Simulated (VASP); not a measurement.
Re: vibrations by perturbation theory with LDA

Crystal: Re.

```
Re
1.0
     2.76080    0.00000    0.00000
    -1.38040    2.39092    0.00000
     0.00000    0.00000    4.45820
Re
2
Direct
  0.66667 0.33333 0.75000
  0.33333 0.66667 0.25000
```

```yaml
Program: VASP 6.6.1
Task: vibrations by perturbation theory
Functional: LDA
Potentials_or_basis: VASP PAW LDA potentials, release 64 (Re)
Cutoff: 520 eV
k_mesh: 8 × 8 × 5
Occupations: fermi-dirac, width 0.05 eV
Spin: no spin polarisation
Dipole_correction: no
Further_INCAR_settings: ALGO = Normal; EDIFF = 1e-08; NBANDS = 14; IBRION = 8; NSW = 1
```

- Highest phonon frequency at Γ: 123 cm⁻¹

Phonon frequencies in cm⁻¹ (negative: imaginary):
```
              q point        frequencies
(0.000, 0.000, 0.000)  0 0 0 115 115 123
```

Wall time 2.2 min on 1 thread of Intel Xeon 8259CL, with other jobs on the host, peak memory 0.21 GiB.

Caveat: the cell stands under pressure or tension, which shifts response properties.
